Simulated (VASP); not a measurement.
Ir, 1 atom in the cell. The structure is cubic, space group Fm-3m (No. 225). The conventional cell has a = 3.812 Å, b = 3.812 Å, c = 3.812 Å, α = 90.00°, β = 90.00°, γ = 90.00°. Within 3.6 Å of Ir (site symmetry m-3m) lie 12 Ir at 2.70 Å. 

| Property | Result |
| --- | --- |
| Program | VASP 6.6.1 |
| Task | single point |
| Functional | LDA |
| Potentials or basis | VASP PAW LDA potentials, release 64 (Ir_sv_GW) |
| Cutoff | 560 eV |
| k mesh | 14 × 14 × 14 |
| Occupations | fermi-dirac, width 0.1 eV |
| Spin | no spin polarisation |
| Dipole correction | no |
| Further INCAR settings | ALGO = Normal; EDIFF = 1e-06; NBANDS = 14 |

Potentials or basis: VASP PAW LDA potentials, release 64 (Ir_sv_GW).

Launch:

```sh
$ cat potpaw_LDA.64/Ir_sv_GW/POTCAR > POTCAR
$ mpirun -np 1 vasp_std > vasp.out
```

Hardware: 1 thread of AMD EPYC 7R13 Processor (Zen 3), with other jobs on the host.

Task: How long does it take, and how much memory?

Result: It took 19 s on 1 thread of AMD EPYC 7R13 Processor (Zen 3), on a shared host, peak memory 0.12 GiB. Counts: scf iterations 12, k points 104.
